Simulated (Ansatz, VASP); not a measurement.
# PbS: VASP beside Ansatz

```
CELL_PARAMETERS angstrom
2.94653 -2.95499 0.00000
2.94653 2.95499 0.00000
0.00000 0.00000 6.49070
ATOMIC_POSITIONS crystal
Pb 0.24869 0.75131 0.28258
Pb 0.75131 0.24869 0.78258
S 0.74254 0.25746 0.21743
S 0.25746 0.74254 0.71743
```

Change from the starting cell: the structure that the rattled cell fell into.

Alike in both runs: task relaxation of cell and atoms; functional PBE; k mesh 4 × 4 × 4; occupations gaussian, width 0.1 eV; no spin polarisation.

```csv
,VASP,Ansatz
version,VASP 6.6.1,Ansatz 0.2.0
potentials or method,"VASP PAW PBE potentials, release 64 (Pb_d, S), cutoff 600 eV","scalar-relativistic, plane waves, PAW"
valence electrons in the cell,40,40
```

|  | VASP | Ansatz | Ansatz less VASP |
| --- | --- | --- | --- |
| gap on the k mesh at the Fermi level, each at its own relaxed structure (eV) | 0.64 | 0.63 | -0.011 |
| relaxed volume (Å³/atom) | 27.21 | 27.26 | +0.045 |
| relaxed length of the cell vector where the two differ most in proportion (Å) | 4.245 | 4.250 | +0.0053 |

Spin-orbit coupling is off throughout.
